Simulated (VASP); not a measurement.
Set up this calculation in VASP 6.6.1, as the native input.

```
Task                   : single point
Functional             : PBE
Potentials or basis    : VASP PAW PBE potentials, release 64 (In_d, Ga_d, N)
Cutoff                 : 520 eV
k mesh                 : 16 × 16 × 16
Occupations            : gaussian, width 0.02 eV
Spin                   : no spin polarisation
Dipole correction      : no
Further INCAR settings : ALGO = Normal; EDIFF = 1e-06; NBANDS = 36
```

The structure of InGa2N3 lies in POSCAR:

```
InGa2N3
1.0
   -1.6079494951      1.6079494951      6.9117477415
    1.6079494951     -1.6079494951      6.9117477415
    1.6079494951      1.6079494951     -6.9117477415
In Ga N
1 2 3
Direct
    0.0000000000      0.0000000000      0.0000000000
    0.6730951050      0.6730951050      0.0000000000
    0.3269048950      0.3269048950      0.0000000000
    0.2500000000      0.7500000000      0.5000000000
    0.9029775271      0.4029775271      0.5000000000
    0.5970224729      0.0970224729      0.5000000000
```

These files were run (other wordings do the same):

INCAR

```
PREC = Accurate
ENCUT = 520
EDIFF = 1E-6
ISMEAR = 0
SIGMA = 0.02
LREAL = F
LASPH = T
NELM = 60
ALGO = Normal
ISIF = 2
LWAVE = F
LCHARG = F
GGA = PE
NBANDS = 36
```

KPOINTS

```
regular mesh
0
Gamma
  16 16 16
```

Potentials or basis: VASP PAW PBE potentials, release 64 (In_d, Ga_d, N).

Command:

```sh
$ cat potpaw_PBE.64/In_d/POTCAR potpaw_PBE.64/Ga_d/POTCAR potpaw_PBE.64/N/POTCAR > POTCAR
$ mpirun -np 1 vasp_std > vasp.out
```

It gave:

| Item | Value |
| --- | --- |
| Pressure | 17.8 GPa |
| Largest force | 0.023 eV/Å |
| Band gap on the k mesh | 0.97 eV |

Caveat: the cell stands under pressure; spin-orbit coupling is left out, which moves the levels of the heavy elements.

Wall time 110 min on 1 thread of Oxide Virtual Turin-like Processor (shared host), peak memory 0.96 GiB.
